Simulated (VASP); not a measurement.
## Ca: single point with r2SCAN

The system is Ca.

```
Ca
1.0
    -2.21563    2.21563    2.20579
     2.21563   -2.21563    2.20579
     2.21563    2.21563   -2.20579
Ca
1
Direct
  0.50000 0.50000 0.00000
```

```yaml
Program: VASP 6.6.1
Task: single point
Functional: r2SCAN
Potentials_or_basis: VASP PAW PBE potentials, release 64 (Ca_sv)
Cutoff: 520 eV
k_mesh: 14 × 14 × 14
Occupations: gaussian, width 0.1 eV
Spin: no spin polarisation
```

```json
{"Pressure": "0.1 GPa", "Band gap on the k mesh": "zero (band 5 reaches 2.19 eV, above the bottom of band 6 at 1.78 eV)", "Valence electrons inside the program's atomic spheres": "Ca 8.05"}
```

Levels at points of the mesh, in eV from the Fermi level:
| k point | band 1 | band 2 | band 3 | band 4 | band 5 | band 6 | band 7 | band 8 | band 9 | band 10 |
| --- | --- | --- | --- | --- | --- | --- | --- | --- | --- | --- |
| (0.00, 0.00, 0.00) | -43.90 | -23.93 | -23.93 | -23.93 | -4.28 | 2.61 | 2.63 | 2.63 | 3.68 | 3.71 |
| (0.50, 0.00, 0.00) | -43.88 | -24.06 | -23.97 | -23.93 | -0.85 | -0.15 | 1.59 | 3.62 | 3.99 | 4.74 |
| (0.50, 0.50, 0.00) | -43.88 | -24.06 | -23.97 | -23.92 | -0.86 | -0.17 | 1.62 | 3.59 | 3.97 | 4.74 |
| (0.50, 0.50, 0.50) | -43.87 | -24.02 | -24.02 | -24.02 | 0.16 | 0.17 | 4.05 | 4.05 | 4.13 | 4.52 |

Wall time 2.9 min on 1 thread of Intel(R) Xeon(R) 6975P-C (Granite Rapids), on a shared host, peak memory 0.25 GiB.

Caveat: the PAW data sets were made with another functional, which shifts forces and pressure a little.
